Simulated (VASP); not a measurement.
# Ta5Sn3 in VASP: single point with r2SCAN

Aim: the single point of Ta5Sn3 with r2SCAN.

Everything below comes from runs of VASP 6.6.1. Logs are shortened: lines on timing, memory, paths and dates and some standing lists are left out, and cuts for length are marked.

## 1. The cell of the first run

The typed cell holds 16 atoms: a = 8.206 Å, b = 8.206 Å, c = 5.641 Å, α = 90.00°, β = 90.00°, γ = 60.00°.

## 2. Single point, r2SCAN

The input, POSCAR:

```
Ta5Sn3
1.0
    4.1027970000      7.1062520000      0.0000000000
   -4.1027970000      7.1062520000      0.0000000000
    0.0000000000      0.0000000000      5.6406120000
Sn Ta
6 10
Direct
    0.6100000000      0.3900000000      0.2500000000
    0.6100000000      0.0000000000      0.7500000000
    0.0000000000      0.6100000000      0.2500000000
    0.3900000000      0.6100000000      0.7500000000
    0.3900000000      0.0000000000      0.2500000000
    0.0000000000      0.3900000000      0.7500000000
    0.3333000000      0.3334000000      0.0000000000
    0.6666000000      0.6667000000      0.5000000000
    0.6667000000      0.6666000000      0.0000000000
    0.3334000000      0.3333000000      0.5000000000
    0.2300000000      0.7700000000      0.2500000000
    0.2300000000      0.0000000000      0.7500000000
    0.0000000000      0.2300000000      0.2500000000
    0.7700000000      0.2300000000      0.7500000000
    0.7700000000      0.0000000000      0.2500000000
    0.0000000000      0.7700000000      0.7500000000
```

The input, INCAR.step1:

```
ALGO = Normal ; EDIFF = 1E-4
ENCUT = 520 ; GGA = PE
ISMEAR = -1 ; KPAR = 4
LASPH = True ; LCHARG = False
LREAL = Auto ; LWAVE = True
NBANDS = 111 ; NELM = 100
PREC = Accurate ; SIGMA = 0.1
```

The input, INCAR.step2:

```
ALGO = Normal ; EDIFF = 1E-6
ENCUT = 520 ; ISIF = 2
ISMEAR = -1 ; ISTART = 1
KPAR = 4 ; LASPH = True
LCHARG = False ; LMIXTAU = True
LREAL = Auto ; LWAVE = False
METAGGA = R2SCAN ; NBANDS = 111
NELM = 100 ; PREC = Accurate
SIGMA = 0.1
```

The input, KPOINTS:

```
k-points
0
Gamma
  5 5 6
```

Potentials or basis: VASP PAW PBE potentials, release 64 (Sn_d, Ta_pv).

The run is started by

```bash
cat potpaw_PBE.64/Sn_d/POTCAR potpaw_PBE.64/Ta_pv/POTCAR > POTCAR
cp INCAR.step1 INCAR
mpirun -np 4 vasp_std > vasp.out
cp INCAR.step2 INCAR
mpirun -np 4 vasp_std > vasp.out
```

OUTCAR:

```text
EDIFF = 1E-6
   ENCUT = 520
   ISIF = 2
   ISMEAR = -1
   ISTART = 1
   LASPH = True
   LREAL = Auto
   METAGGA = R2SCAN
   NELM = 100
   PREC = Accurate

 ion  position               nearest neighbor table
   1  0.610  0.390  0.250-  13 2.79  15 2.79   9 2.90  10 2.90   7 2.90   8 2.90  14 3.11  14 3.11
                            11 3.12   4 3.35   4 3.35
   2  0.610  0.000  0.750-  14 2.79  16 2.79  10 2.90   8 2.90   9 2.90   7 2.90  15 3.11  15 3.11
                            12 3.12   5 3.35   5 3.35
   3  0.000  0.610  0.250-  11 2.79  15 2.79   7 2.90   9 2.90   8 2.90  10 2.90  16 3.11  16 3.11
                            13 3.12   6 3.35   6 3.35
   4  0.390  0.610  0.750-  12 2.79  16 2.79   7 2.90   8 2.90   9 2.90  10 2.90  11 3.11  11 3.11
                            14 3.12   1 3.35   1 3.35
   5  0.390  0.000  0.250-  11 2.79  13 2.79   8 2.90  10 2.90   7 2.90   9 2.90  12 3.11  12 3.11
                            15 3.12   2 3.35   2 3.35
   6  0.000  0.390  0.750-  14 2.79  12 2.79   9 2.90   7 2.90  10 2.90   8 2.90  13 3.11  13 3.11
                            16 3.12   3 3.35   3 3.35
   7  0.333  0.333  0.000-  10 2.82  10 2.82   4 2.90   3 2.90   1 2.90   6 2.90   5 2.90   2 2.90
                            11 3.54  16 3.54  13 3.54  14 3.54  12 3.54  15 3.54
   8  0.667  0.667  0.500-   9 2.82   9 2.82   4 2.90   5 2.90   1 2.90   2 2.90   3 2.90   6 2.90
                            11 3.54  12 3.54  15 3.54  14 3.54  16 3.54  13 3.54
   9  0.667  0.667  0.000-   8 2.82   8 2.82   1 2.90   6 2.90   4 2.90   3 2.90   2 2.90   5 2.90
                            14 3.54  13 3.54  16 3.54  11 3.54  15 3.54  12 3.54
  10  0.333  0.333  0.500-   7 2.82   7 2.82   1 2.90   2 2.90   4 2.90   5 2.90   6 2.90   3 2.90
                            14 3.54  15 3.54  12 3.54  11 3.54  13 3.54  16 3.54
  11  0.230  0.770  0.250-   3 2.79   5 2.79   4 3.11   4 3.11   1 3.12  15 3.27  13 3.27  16 3.39
                            12 3.39  12 3.39  16 3.39   8 3.54   7 3.54  10 3.54   9 3.54
  12  0.230  0.000  0.750-   4 2.79   6 2.79   5 3.11   5 3.11   2 3.12  16 3.27  14 3.27  11 3.39
                            11 3.39  13 3.39  13 3.39   8 3.54  10 3.54   7 3.54   9 3.54
  13  0.000  0.230  0.250-   1 2.79   5 2.79   6 3.11   6 3.11   3 3.12  15 3.27  11 3.27  14 3.39
                            14 3.39  12 3.39  12 3.39   9 3.54   7 3.54  10 3.54   8 3.54
  14  0.770  0.230  0.750-   2 2.79   6 2.79   1 3.11   1 3.11   4 3.12  16 3.27  12 3.27  13 3.39
                            15 3.39  13 3.39  15 3.39  10 3.54   9 3.54   8 3.54   7 3.54
  15  0.770  0.000  0.250-   1 2.79   3 2.79   2 3.11   2 3.11   5 3.12  13 3.27  11 3.27  14 3.39
                            14 3.39  16 3.39  16 3.39  10 3.54   8 3.54   9 3.54   7 3.54
  16  0.000  0.770  0.750-   4 2.79   2 2.79   3 3.11   3 3.11   6 3.12  12 3.27  14 3.27  11 3.39
                            11 3.39  15 3.39  15 3.39   7 3.54   9 3.54   8 3.54  10 3.54

  LATTYP: Found a hexagonal cell.
 ALAT       =     8.2055932577
 C/A-ratio  =     0.6874106262

  Lattice vectors:

 A1 = (   4.1027970000,  -7.1062520000,   0.0000000000)
 A2 = (   4.1027970000,   7.1062520000,   0.0000000000)
 A3 = (   0.0000000000,   0.0000000000,   5.6406120000)

Analysis of symmetry for initial positions (statically):
[... 176 lines left out ...]
  volume/ion in A,a.u.               =      20.56       138.72
  Fermi-wavevector in a.u.,A,eV,Ry     =   1.372934  2.594470 25.646287  1.884949
  Thomas-Fermi vector in A             =   2.498497
   LORBIT       =      0    0 simple, 1 ext, 2 COOP (PROOUT), +10 PAW based schemes
   METAGGA = R2SCAN    functional components
   LHFCALC =     F    Hartree Fock is set to
   AEXX    =    0.0000 exact exchange contribution
   IVDW    =     0    specifies the selected vdW correction
   LEPSILON=     F    determine dielectric tensor
   LRPA    =     F    only Hartree local field effects (RPA)
 non-spin polarized calculation
  energy-cutoff  :      520.00
  volume of cell :      328.91
 maximum number of plane-waves:      8919
 NGX is ok and might be reduce to    64
   NGX = 31   NGY = 31   NGZ = 21

 number of electron     194.0000007 magnetization

 Free energy of the ion-electron system (eV)
  ---------------------------------------------------
  ext. energy  EPLUGINS =         0.00000000
  ---------------------------------------------------
  free energy    TOTEN  =      -631.24832081 eV

  energy without entropy =     -630.87234097  energy(sigma->0) =     -631.06033089

 E-fermi :   7.4986     XC(G=0): -12.9485

 val. band max:        7.4897676412   @ k =   0.4000   0.4000   0.5000
 cond. band min:       7.5360555101   @ k =  -0.4000   0.2000   0.1667
 fundamental gap:      0.0462878689
 Fermi energy:         7.4985625179

 k-point     1 :       0.0000    0.0000    0.0000
  band No.  band energies     occupation
      1     -28.8839      2.00000
      2     -28.8838      2.00000
      3     -28.8542      2.00000
      4     -28.8541      2.00000
      5     -28.8324      2.00000
      6     -28.8255      2.00000
[... 2677 lines left out ...]
    108       9.2838      0.00000
    109       9.3944      0.00000

 [... further k-points ...]

 [bands above 109 left out]

------------------------ aborting loop because EDIFF is reached ----------------------------------------

  FORCE on cell =-STRESS in cart. coord.  units (eV):
  Direction    XX          YY          ZZ          XY          YZ          ZX
  --------------------------------------------------------------------------------------
  -------------------------------------------------------------------------------------
  Total      -15.2144713    -15.1992807    -27.4109527      0.0000000      0.0030525      0.0000000
  in kB      -74.1123513    -74.0383550   -133.5235458      0.0000000      0.0148694      0.0000000
  external PRESSURE =     -93.8914174 kB  Pullay stress =       0.0000000 kB

 VOLUME and BASIS-vectors are now :
 -----------------------------------------------------------------------------
  energy-cutoff  :      520.00
  volume of cell :      328.91
      direct lattice vectors                 reciprocal lattice vectors
     4.102797000  7.106252000  0.000000000     0.121868082  0.070360578  0.000000000
    -4.102797000  7.106252000  0.000000000    -0.121868082  0.070360578  0.000000000
     0.000000000  0.000000000  5.640612000     0.000000000  0.000000000  0.177285727

 POSITION                                       TOTAL-FORCE (eV/Angst)
 -----------------------------------------------------------------------------------
      0.90262      7.10625      1.41015        -0.824762      0.000000      0.000000
      2.50271      4.33481      4.23046        -0.412486     -0.716052      0.002207
     -2.50271      4.33481      1.41015         0.412486     -0.716052      0.002207
     -0.90262      7.10625      4.23046         0.824762      0.000000      0.000000
      1.60009      2.77144      1.41015         0.412486      0.716052     -0.002207
     -1.60009      2.77144      4.23046        -0.412486      0.716052     -0.002207
[... 8 lines left out ...]
      3.15915      5.47181      1.41015         0.129898      0.225338      0.000358
     -3.15915      5.47181      4.23046        -0.129898      0.225338      0.000358
 -----------------------------------------------------------------------------------
    total drift:                                0.000000      0.000000     -0.000000

  FREE ENERGIE OF THE ION-ELECTRON SYSTEM (eV)
  ---------------------------------------------------
  free  energy   TOTEN  =      -631.2483208101 eV

  energy  without entropy=     -630.8723409715  energy(sigma->0) =     -631.06033089
```

OUTCAR.step1:

```text
EDIFF = 1E-4
   ENCUT = 520
   GGA = PE
   ISMEAR = -1
   LASPH = True
   LREAL = Auto
   NELM = 100
[... 2974 lines left out ...]
      1.60009      2.77144      1.41015         0.395336      0.687455     -0.002199
     -1.60009      2.77144      4.23046        -0.395336      0.687455     -0.002199
[... 8 lines left out ...]
      3.15915      5.47181      1.41015         0.140762      0.243794      0.000368
     -3.15915      5.47181      4.23046        -0.140762      0.243794      0.000368
 -----------------------------------------------------------------------------------
    total drift:                                0.000000      0.000000     -0.000000

  FREE ENERGIE OF THE ION-ELECTRON SYSTEM (eV)
  ---------------------------------------------------
  free  energy   TOTEN  =      -138.0958298946 eV

  energy  without entropy=     -137.6736166097  energy(sigma->0) =     -137.88472325
```

OSZICAR.step1:

```text
N       E                     dE             d eps       ncg     rms          rms(c)
DAV:   1     0.278318516278E+04    0.27832E+04   -0.94225E+04 11305   0.244E+03
DAV:   2     0.308139729160E+03   -0.24750E+04   -0.24325E+04 10656   0.780E+02
DAV:   3    -0.932386268832E+02   -0.40138E+03   -0.38489E+03 10832   0.243E+02
DAV:   4    -0.143287366581E+03   -0.50049E+02   -0.47516E+02 13464   0.709E+01
DAV:   5    -0.145893030184E+03   -0.26057E+01   -0.25117E+01 13056   0.150E+01    0.354E+01
DAV:   6    -0.139628327207E+03    0.62647E+01   -0.22423E+01 13440   0.126E+01    0.154E+01
DAV:   7    -0.139386145705E+03    0.24218E+00   -0.13513E+01 13096   0.970E+00    0.780E+00
DAV:   8    -0.138086080756E+03    0.13001E+01   -0.58626E+00 13264   0.577E+00    0.195E+00
DAV:   9    -0.138097377116E+03   -0.11296E-01   -0.58110E-01 12744   0.208E+00    0.925E-01
DAV:  10    -0.138096365581E+03    0.10115E-02   -0.59455E-02 13616   0.785E-01    0.495E-01
DAV:  11    -0.138095811811E+03    0.55377E-03   -0.47134E-03 13928   0.262E-01    0.195E-01
DAV:  12    -0.138095879595E+03   -0.67784E-04   -0.11600E-03 12008   0.161E-01    0.700E-02
DAV:  13    -0.138095829895E+03    0.49700E-04   -0.44665E-04 10056   0.109E-01
   1 F= -.13809583E+03 E0= -.13788472E+03  d E =-.422213E+00
```

Wall time 59 min (4 MPI ranks of Intel Xeon Platinum 8259CL at 2.50GHz (Skylake/Cascade Lake), shared host); peak memory 1.2 GiB.

Results:

```
Free energy            : -631.2483 eV
Pressure               : -9.4 GPa
Largest force          : 0.826 eV/Å
Band gap on the k mesh : zero (bands 97 and 98 overlap by 0.29 eV)
```

Forces on the atoms (eV/Å):
```
Sn  -0.825  0.000  0.000
Sn  -0.412 -0.716  0.002
Sn   0.412 -0.716  0.002
Sn   0.825  0.000  0.000
Sn   0.412  0.716 -0.002
Sn  -0.412  0.716 -0.002
Ta   0.005 -0.002  0.000
Ta   0.005  0.002  0.000
Ta  -0.005  0.002  0.000
Ta  -0.005 -0.002  0.000
Ta  -0.260  0.000  0.000
Ta  -0.130 -0.225  0.000
Ta   0.130 -0.225  0.000
Ta   0.260  0.000  0.000
Ta   0.130  0.225  0.000
Ta  -0.130  0.225  0.000
```

Stress tensor (GPa, compression positive):
```
 -7.41   0.00   0.00
  0.00  -7.40   0.00
  0.00   0.00 -13.35
```

Caveat: the stress differs along the axes, from -13 to -7 GPa; the PAW data sets were made with another functional, which shifts forces and pressure a little; spin-orbit coupling is left out, which moves the levels of the heavy elements.

The gap in the log of VASP goes by the Fermi energy; the results here count the filled bands.